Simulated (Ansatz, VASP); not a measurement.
# One calculation of AlN, two programs

File POSCAR:

```
AlN
1.0
    0.0000000000      2.1839935596      2.1839935596
    2.1839935596      0.0000000000      2.1839935596
    2.1839935596      2.1839935596      0.0000000000
Al N
1 1
Direct
    0.0000000000      0.0000000000      0.0000000000
    0.2500000000      0.2500000000      0.2500000000
```

File INCAR.step1:

```
SYSTEM = AlN
PREC = Accurate
ENCUT = 600
EDIFF = 1E-5
ISMEAR = -1
SIGMA = 0.05
LREAL = .False.
LASPH = .True.
NELM = 60
ALGO = Normal
LWAVE = .True.
LCHARG = .False.
GGA = PE
NBANDS = 11
```

The input INCAR.step2:

```
SYSTEM = AlN
PREC = Accurate
ENCUT = 600
EDIFF = 1E-7
ISMEAR = -1
SIGMA = 0.05
LREAL = .False.
LASPH = .True.
NELM = 60
ALGO = Normal
ISIF = 3
LWAVE = .False.
LCHARG = .False.
GGA = PS
LHFCALC = .True.
AEXX = 0.25
PRECFOCK = Normal
IBRION = 2
NSW = 60
EDIFFG = -0.01
ISTART = 1
```

Contents of KPOINTS:

```
regular mesh
0
Gamma
  5 5 5
  0 0 0
```

The input input.yaml:

```yaml
crystal:
  lattice:
    - [0.0, 2.1839935596, 2.1839935596]
    - [2.1839935596, 0.0, 2.1839935596]
    - [2.1839935596, 2.1839935596, 0.0]
  atoms:
    - { symbol: Al, position: [0.0, 0.0, 0.0] }
    - { symbol: "N", position: [0.25, 0.25, 0.25] }
hamiltonian:
  xc: { exchange: pbesol, correlation: pbesol, exx: { coeff: 0.25 } }
  pseudopotentials: { kind: paw }
kpoints:
  mp_grid: { grid: [5, 5, 5] }
scf:
  occupations: { method: fermi_dirac, width: 0.05 }
output:
  forces: true
  stress: true
relax:
  f_tol: 0.01
  max_steps: 40
  cell: { stress_tol: 0.05 }
```

Alike in both runs: task relaxation of cell and atoms; functional PBEsol-based global hybrid with a share of 0.25 of exact exchange; k mesh 5 × 5 × 5; occupations fermi-dirac, width 0.05 eV; no spin polarisation.

|  | VASP | Ansatz |
| --- | --- | --- |
| version | VASP 6.6.1 | Ansatz 0.2.0 |
| potentials or method | VASP PAW PBE potentials, release 64 (Al, N) | Ansatz PAW |
| plane-wave cutoff (eV) | 600 | 420 |
| valence electrons in the cell | 8 | 8 |

VASP gave:

```
gap on the k mesh at the Fermi level, each at its own relaxed structure (eV)  : 5.87
relaxed volume (Å³/atom)                                                      : 10.28
relaxed length of the cell vector where the two differ most in proportion (Å) : 3.075
```

**Question.** Estimate Ansatz's values.

**Answer.** gap on the k mesh at the Fermi level, each at its own relaxed structure (eV): 5.85; relaxed volume (Å³/atom): 10.28; relaxed length of the cell vector where the two differ most in proportion (Å): 3.075.

VASP's potentials were made for PBE, not for PBEsol-based global hybrid.

The k mesh is coarse, so the values compare programs but aren't converged. Noted on Ansatz's run: odd divisions of the mesh miss points on the zone boundary, where band edges often lie, so the gap on the mesh can be too wide; the plane-wave basis is chosen anew once the cell has moved, so the energies of steps on either side of that aren't comparable.
